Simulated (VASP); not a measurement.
**WS: single point with PBE+U**

Crystal: WS.

```
W S
1.0
     0.00000    2.66696    2.66696
     2.66696    0.00000    2.66696
     2.66696    2.66696    0.00000
W S
1 1
Direct
  0.00000 0.00000 0.00000
  0.25000 0.25000 0.25000
```

* Program: VASP 6.6.1
* Task: single point
* Functional: PBE
* Potentials or basis: VASP PAW PBE potentials, release 64 (W_sv, S)
* Cutoff: 520 eV
* k mesh: 14 × 14 × 14
* Occupations: gaussian, width 0.05 eV
* Spin: no spin polarisation
* Hubbard terms: W d U = 4.0 eV

- Pressure: 4.3 GPa
- Band gap on the k mesh: zero (band 10 reaches 8.36 eV, above the bottom of band 11 at 7.79 eV)

Levels at points of the mesh, in eV from the Fermi level:
```csv
k point,band 6,band 7,band 8,band 9,band 10,band 11,band 12,band 13,band 14,band 15
"(0.00, 0.00, 0.00)",-6.06,-6.06,-6.06,-0.75,-0.75,0.50,4.82,4.82,4.82,7.86
"(0.50, 0.00, 0.00)",-7.03,-5.64,-5.64,-0.16,-0.16,-0.12,2.45,2.45,3.29,8.55
"(0.50, 0.50, 0.00)",-7.67,-4.82,-4.82,-2.15,-0.62,0.69,1.19,1.19,7.84,8.24
```

Eigenvalues of the final occupation matrices:
```csv
site,spin,trace,eigenvalues
site 1 d,1,1.78,0.32 0.32 0.32 0.41 0.41
site 1 d,2,1.78,0.32 0.32 0.32 0.41 0.41
```

Wall time 22 s on 1 thread of Intel(R) Xeon(R) 6975P-C (Granite Rapids), on a shared host, peak memory 0.2 GiB.

Caveat: spin-orbit coupling is left out, which moves the levels of the heavy elements; U without spin polarisation on a metal has little footing.
